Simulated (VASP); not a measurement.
# ScGa3As2 (P6/mmm) in VASP: a series of runs

Runs on ScGa3As2. Level: PBE. Tasks: single point.

All numbers are computed with VASP 6.6.1; they aren't measurements. Logs are shortened: lines on timing, memory, paths and dates and some standing lists are left out, and cuts for length are marked.

## (1) The cell of the first run

The structure is hexagonal, space group P6/mmm (No. 191). The conventional cell has a = 3.905 Å, b = 3.905 Å, c = 6.676 Å, α = 90.00°, β = 90.00°, γ = 120.00°. Within 3.0 Å of Sc (site symmetry 6/mmm) lie 6 Ga at 2.25 Å. Ga (site symmetry -6m2) has 3 Ga at 2.25 Å and 3 Sc at 2.25 Å within 3.0 Å. Within 3.0 Å of Ga (site symmetry 6/mmm) lie 6 As at 2.25 Å. Within 3.0 Å of As (site symmetry -6m2) lie 3 As at 2.25 Å and 3 Ga at 2.25 Å.

## (2) Single point, PBE

File INCAR:

```
ALGO = Normal
EDIFF = 1E-6
ENCUT = 520
GGA = PE
ISIF = 2
ISMEAR = 0
LASPH = True
LCHARG = False
LREAL = False
LWAVE = False
NBANDS = 39
NELM = 80
PREC = Accurate
SIGMA = 0.1
```

File KPOINTS:

```
k-points
0
Gamma
  6 6 4
```

File POSCAR:

```
ScGa3As2
1.0
    3.9051153500      0.0000000000      0.0000000000
   -1.9525576800      3.3819291000      0.0000000000
    0.0000000000      0.0000000000      6.6757401900
Sc Ga As
1 3 2
Direct
    0.0000000000      0.0000000000      0.5000000000
    0.3333333300      0.6666666700      0.5000000000
    0.6666666700      0.3333333300      0.5000000000
    0.0000000000      0.0000000000      0.0000000000
    0.3333333300      0.6666666700      0.0000000000
    0.6666666700      0.3333333300      0.0000000000
```

Potentials or basis: VASP PAW PBE potentials, release 64 (Sc_sv, Ga_d, As).

Launch:

```console
> cat potpaw_PBE.64/Sc_sv/POTCAR potpaw_PBE.64/Ga_d/POTCAR potpaw_PBE.64/As/POTCAR > POTCAR
> mpirun -np 1 vasp_std > vasp.out
```

OUTCAR:

```text
EDIFF = 1E-6
   ENCUT = 520
   GGA = PE
   ISIF = 2
   ISMEAR = 0
   LASPH = True
   LREAL = False
   NELM = 80
   PREC = Accurate

 ion  position               nearest neighbor table
   1  0.000  0.000  0.500-   2 2.25   3 2.25   3 2.25   2 2.25   3 2.25   2 2.25
   2  0.333  0.667  0.500-   3 2.25   3 2.25   1 2.25   1 2.25   1 2.25   3 2.25
   3  0.667  0.333  0.500-   2 2.25   2 2.25   1 2.25   1 2.25   1 2.25   2 2.25
   4  0.000  0.000  0.000-   5 2.25   6 2.25   6 2.25   5 2.25   6 2.25   5 2.25
   5  0.333  0.667  0.000-   6 2.25   6 2.25   4 2.25   4 2.25   4 2.25   6 2.25
   6  0.667  0.333  0.000-   5 2.25   5 2.25   4 2.25   4 2.25   4 2.25   5 2.25

  LATTYP: Found a hexagonal cell.
 ALAT       =     3.9051153500
 C/A-ratio  =     1.7094860437

  Lattice vectors:

 A1 = (   3.9051153500,   0.0000000000,   0.0000000000)
 A2 = (  -1.9525576800,   3.3819291000,   0.0000000000)
 A3 = (   0.0000000000,   0.0000000000,   6.6757401900)

Analysis of symmetry for initial positions (statically):
=====================================================================
 Subroutine PRICEL returns:
 Original cell was already a primitive cell.

 Routine SETGRP: Setting up the symmetry group for a
 hexagonal supercell.

 Subroutine GETGRP returns: Found 24 space group operations
 (whereof 24 operations were pure point group operations)
 out of a pool of 24 trial point group operations.

The static configuration has the point symmetry D_6h.

Analysis of symmetry for dynamics (positions and initial velocities):
=====================================================================
 Subroutine PRICEL returns:
 Original cell was already a primitive cell.

 Routine SETGRP: Setting up the symmetry group for a
 hexagonal supercell.

 Subroutine GETGRP returns: Found 24 space group operations
 (whereof 24 operations were pure point group operations)
 out of a pool of 24 trial point group operations.

The dynamic configuration has the point symmetry D_6h.

 Subroutine INISYM returns: Found 24 space group operations
 (whereof 24 operations are pure point group operations),
 and found     1 'primitive' translations

----------------------------------------------------------------------------------------

                                     Primitive cell

  volume of cell :      88.1653

  direct lattice vectors                    reciprocal lattice vectors
     3.905115350  0.000000000  0.000000000     0.256074382  0.147844614  0.000000000
    -1.952557680  3.381929100  0.000000000     0.000000000  0.295689227  0.000000000
     0.000000000  0.000000000  6.675740190     0.000000000  0.000000000  0.149796123

  length of vectors
     3.905115350  3.905115354  6.675740190     0.295689227  0.295689227  0.149796123

  position of ions in fractional coordinates (direct lattice)
     0.000000000  0.000000000  0.500000000
     0.333333330  0.666666670  0.500000000
     0.666666670  0.333333330  0.500000000
     0.000000000  0.000000000  0.000000000
     0.333333330  0.666666670  0.000000000
     0.666666670  0.333333330  0.000000000

  ion indices of the primitive-cell ions
   primitive index   ion index
                 1           1
                 2           2
                 3           3
                 4           4
                 5           5
                 6           6

----------------------------------------------------------------------------------------

 KPOINTS: k-points

Automatic generation of k-mesh.
 Grid dimensions read from file:
 generate k-points for:    6    6    4

 Generating k-lattice:

  Cartesian coordinates                     Fractional coordinates (reciprocal lattice)
     0.042679064  0.024640769  0.000000000     0.166666667  0.000000000  0.000000000
     0.000000000  0.049281538  0.000000000     0.000000000  0.166666667  0.000000000
     0.000000000  0.000000000  0.037449031     0.000000000  0.000000000  0.250000000

  Length of vectors
     0.049281538  0.049281538  0.037449031

  Shift w.r.t. Gamma in fractional coordinates (k-lattice)
     0.000000000  0.000000000  0.000000000

 Subroutine IBZKPT returns following result:
 ===========================================

 Found     21 irreducible k-points:

 Following reciprocal coordinates:
            Coordinates               Weight
  0.000000  0.000000  0.000000      1.000000
  0.166667 -0.000000  0.000000      6.000000
  0.333333 -0.000000  0.000000      6.000000
  0.500000  0.000000  0.000000      3.000000
  0.166667  0.166667  0.000000      6.000000
  0.333333  0.166667  0.000000     12.000000
[... 13 lines left out ...]
  0.333333  0.166667  0.500000     12.000000
  0.333333  0.333333  0.500000      2.000000
   k-points           NKPTS =     21   k-points in BZ     NKDIM =     21   number of bands    NBANDS=     39
   number of dos      NEDOS =    301   number of ions     NIONS =      6
   total plane-waves  NPLWV =  45000
   dimension x,y,z NGX =    30 NGY =   30 NGZ =   50
   dimension x,y,z NGXF=    60 NGYF=   60 NGZF=  100
   ions per type =               1   3   2
   NGX,Y,Z   is equivalent  to a cutoff of  12.77, 12.77, 12.45 a.u.
   NGXF,Y,Z  is equivalent  to a cutoff of  25.54, 25.54, 24.90 a.u.
 SYSTEM =  unknown system
   PREC   = accura    normal or accurate (medium, high low for compatibility)
   ISTART =      0    job   : 0-new  1-cont  2-samecut
   ICHARG =      2    charge: 1-file 2-atom 10-const
   ISPIN  =      1    spin polarized calculation?
   LNONCOLLINEAR =      F non collinear calculations
   LSORBIT =      F    spin-orbit coupling
   LASPH  =      T    aspherical Exc in radial PAW
   ENCUT  =  520.0 eV  38.22 Ry    6.18 a.u.   7.26  7.26 12.41*2*pi/ulx,y,z
   NELM   =     80;   NELMIN=  2; NELMDL= -5     # of ELM steps
   EDIFF  = 0.1E-05   stopping-criterion for ELM
   LREAL  =      F    real-space projection
   EDIFFG = 0.1E-04   stopping-criterion for IOM
   NSW    =      0    number of steps for IOM
   IBRION =     -1    ionic relax: 0-MD 1-quasi-New 2-CG
   NFREE  =      0    steps in history (QN), initial steepest desc. (CG)
   ISIF   =      2    stress and relaxation
   ISYM   =      2    0-nonsym 1-usesym 2-fastsym
   POTIM  = 0.5000    time-step for ionic-motion
   TEBEG  =    0.0;   TEEND  =   0.0 temperature during run
   PSTRESS=    0.0 pullay stress
   NELECT =      60.0000    total number of electrons
   NUPDOWN=      -1.0000    fix difference up-down
   EMIN   =  10.00;   EMAX   =-10.00  energy-range for DOS
   EFERMI =   0.00;   METHOD = LEGACY
   ISMEAR =     0;   SIGMA  =   0.10  broadening in eV -4-tet -1-fermi 0-gaus
   EFERMI_NEDOS =   21; number of points for ismear=-14 and -15
   IALGO  =     38    algorithm
   IMIX   =      4    mixing-type and parameters
     AMIX     =   0.40;   BMIX     =  1.00
     AMIX_MAG =   1.60;   BMIX_MAG =  1.00
  volume/ion in A,a.u.               =      14.69        99.16
  Fermi-wavevector in a.u.,A,eV,Ry     =   1.439989  2.721186 28.212628  2.073570
  Thomas-Fermi vector in A             =   2.558784
   LORBIT       =      0    0 simple, 1 ext, 2 COOP (PROOUT), +10 PAW based schemes
   GGA     = PE    functional components
   LHFCALC =     F    Hartree Fock is set to
   AEXX    =    0.0000 exact exchange contribution
   IVDW    =     0    specifies the selected vdW correction
   LEPSILON=     F    determine dielectric tensor
   LRPA    =     F    only Hartree local field effects (RPA)
 non-spin polarized calculation
 Gauss-broadening in eV      SIGMA  =   0.10
  energy-cutoff  :      520.00
  volume of cell :       88.17
 maximum number of plane-waves:      2395
 NGX is ok and might be reduce to    30
   NGX = 15   NGY = 15   NGZ = 25

 number of electron      60.0000037 magnetization

 Free energy of the ion-electron system (eV)
  ---------------------------------------------------
  ext. energy  EPLUGINS =         0.00000000
  ---------------------------------------------------
  free energy    TOTEN  =       -10.07843288 eV

  energy without entropy =      -10.06999549  energy(sigma->0) =      -10.07421419

 E-fermi :   8.7102     XC(G=0): -11.8231

 val. band max:        8.6506550865   @ k =   0.1667   0.1667   0.5000
 cond. band min:       8.8200123371   @ k =   0.5000   0.0000   0.0000
 fundamental gap:      0.1693572505
 Fermi energy:         8.7101822712

 k-point     1 :       0.0000    0.0000    0.0000
  band No.  band energies     occupation
      1     -40.5143      2.00000
      2     -19.7079      2.00000
      3     -19.7079      2.00000
      4     -19.0963      2.00000
      5     -10.2696      2.00000
      6      -8.3077      2.00000
[... 31 lines left out ...]
     38      14.6811      0.00000
     39      14.6811      0.00000

 k-point     2 :       0.1667   -0.0000    0.0000
  band No.  band energies     occupation
      1     -40.5113      2.00000
      2     -19.7379      2.00000
      3     -19.7045      2.00000
      4     -19.0950      2.00000
      5      -9.9348      2.00000
      6      -8.3363      2.00000
[... 31 lines left out ...]
     38      12.5940      0.00000
     39      13.1097      0.00000

 k-point     3 :       0.3333   -0.0000    0.0000
  band No.  band energies     occupation
      1     -40.5054      2.00000
      2     -19.7941      2.00000
      3     -19.6975      2.00000
      4     -19.0924      2.00000
      5      -9.0587      2.00000
      6      -8.3319      2.00000
[... 31 lines left out ...]
     38      14.3495      0.00000
     39      14.7070      0.00000

 k-point     4 :       0.5000    0.0000    0.0000
  band No.  band energies     occupation
      1     -40.5024      2.00000
      2     -19.8205      2.00000
      3     -19.6941      2.00000
      4     -19.0912      2.00000
      5      -8.6487      2.00000
      6      -8.1072      2.00000
[... 31 lines left out ...]
     38      14.1830      0.00000
     39      14.2523      0.00000
[... 628 lines left out ...]
     38      13.3447      0.00000
     39      13.4480      0.00000

 k-point    20 :       0.3333    0.1667    0.5000
  band No.  band energies     occupation
      1     -40.5024      2.00000
      2     -19.7993      2.00000
      3     -19.7145      2.00000
      4     -19.0914      2.00000
      5      -8.5843      2.00000
      6      -8.3107      2.00000
[... 31 lines left out ...]
     38      13.8487      0.00000
     39      14.7350      0.00000

 k-point    21 :       0.3333    0.3333    0.5000
  band No.  band energies     occupation
      1     -40.5009      2.00000
      2     -19.7619      2.00000
      3     -19.7619      2.00000
      4     -19.0908      2.00000
      5      -8.3682      2.00000
      6      -8.3682      2.00000
[... 31 lines left out ...]
     38      13.5842      0.00000
     39      13.5842      0.00000

------------------------ aborting loop because EDIFF is reached ----------------------------------------

  FORCE on cell =-STRESS in cart. coord.  units (eV):
  Direction    XX          YY          ZZ          XY          YZ          ZX
  --------------------------------------------------------------------------------------
  -------------------------------------------------------------------------------------
  Total       71.3444797     71.3444798      3.6167816     -0.0000001     -0.0000000     -0.0000000
  in kB     1296.5019258   1296.5019275     65.7256777     -0.0000019     -0.0000000     -0.0000000
  external PRESSURE =     886.2431770 kB  Pullay stress =       0.0000000 kB

 VOLUME and BASIS-vectors are now :
 -----------------------------------------------------------------------------
  energy-cutoff  :      520.00
  volume of cell :       88.17
      direct lattice vectors                 reciprocal lattice vectors
     3.905115350  0.000000000  0.000000000     0.256074382  0.147844614  0.000000000
    -1.952557680  3.381929100  0.000000000     0.000000000  0.295689227  0.000000000
     0.000000000  0.000000000  6.675740190     0.000000000  0.000000000  0.149796123

 POSITION                                       TOTAL-FORCE (eV/Angst)
 -----------------------------------------------------------------------------------
      0.00000      0.00000      3.33787         0.000000      0.000000      0.000000
     -0.00000      2.25462      3.33787         0.000000     -0.000000      0.000000
      1.95256      1.12731      3.33787        -0.000000      0.000000     -0.000000
      0.00000      0.00000      0.00000         0.000000      0.000000      0.000000
     -0.00000      2.25462      0.00000         0.000000     -0.000000     -0.000000
      1.95256      1.12731      0.00000        -0.000000      0.000000      0.000000
 -----------------------------------------------------------------------------------
    total drift:                                0.000000      0.000000      0.000000

  FREE ENERGIE OF THE ION-ELECTRON SYSTEM (eV)
  ---------------------------------------------------
  free  energy   TOTEN  =       -10.0784328795 eV

  energy  without entropy=      -10.0699954935  energy(sigma->0) =      -10.07421419
```

It took 63 s on 1 thread of Intel Xeon Platinum 8488C (Sapphire Rapids), shared host; peak memory 0.24 GiB.

What came out:

| Item | Value |
| --- | --- |
| Free energy | -10.0784 eV |
| Pressure | 88.6 GPa |
| Band gap on the k mesh | zero (band 30 reaches 9.48 eV, above the bottom of band 31 at 7.83 eV) |

## (3) Single point, PBE

This run uses another cell than the first one, of 20.33 Å³/atom, 1.383 times its volume.

File INCAR:

```
  ALGO = Normal
  EDIFF = 1E-7
  ENCUT = 520
  GGA = PE
  ISIF = 2
  ISMEAR = 0
  LASPH = T
  LCHARG = F
  LREAL = F
  LWAVE = F
  NBANDS = 39
  NELM = 80
  PREC = Accurate
  SIGMA = 0.1
```

KPOINTS is that of step 2.

File POSCAR:

```
ScGa3As2
1.0
    4.9984827443      0.0000000037      0.0000000000
   -2.4992413753      4.3288130351      0.0000000000
    0.0000000000      0.0000000000      5.6364654378
Sc Ga As
1 3 2
Direct
    0.0000000000      0.0000000000      0.5000000000
    0.3333333333      0.6666666667      0.5000000000
    0.6666666667      0.3333333333      0.5000000000
    0.0000000000      0.0000000000      0.0000000000
    0.3333333333      0.6666666667      0.0000000000
    0.6666666667      0.3333333333      0.0000000000
```

Potentials or basis: VASP PAW PBE potentials, release 64 (Sc_sv, Ga_d, As).

Launch:

```console
> cat potpaw_PBE.64/Sc_sv/POTCAR potpaw_PBE.64/Ga_d/POTCAR potpaw_PBE.64/As/POTCAR > POTCAR
> mpirun -np 1 vasp_std > vasp.out
```

Wall time 94 s (1 thread of Intel Xeon Platinum 8488C (Sapphire Rapids), shared host); peak memory 0.3 GiB.

It converged, with:

* Free energy: -23.9162 eV
* Pressure: 0.0 GPa
* Band gap on the k mesh: zero (band 30 reaches 5.71 eV, above the bottom of band 31 at 3.37 eV)

Stress tensor (GPa, compression positive):
```
 0.06  0.00  0.00
 0.00  0.06  0.00
 0.00  0.00 -0.03
```

Levels at points of the mesh, in eV from the Fermi level:
```tsv
k point	band 26	band 27	band 28	band 29	band 30	band 31	band 32	band 33	band 34	band 35
(0.00, 0.00, 0.00)	-3.89	-2.24	-2.24	-1.43	-1.24	-1.24	-1.16	1.00	1.00	2.22
(0.50, 0.00, 0.00)	-4.06	-2.99	-0.81	-0.61	0.39	0.43	0.45	0.51	0.72	1.73
(0.00, 0.00, 0.50)	-3.38	-2.28	-2.28	-2.05	-2.05	-1.96	0.39	0.46	1.72	1.72
(0.50, 0.00, 0.50)	-1.97	-1.78	-0.62	-0.06	0.00	0.56	0.79	0.82	0.91	1.24
```
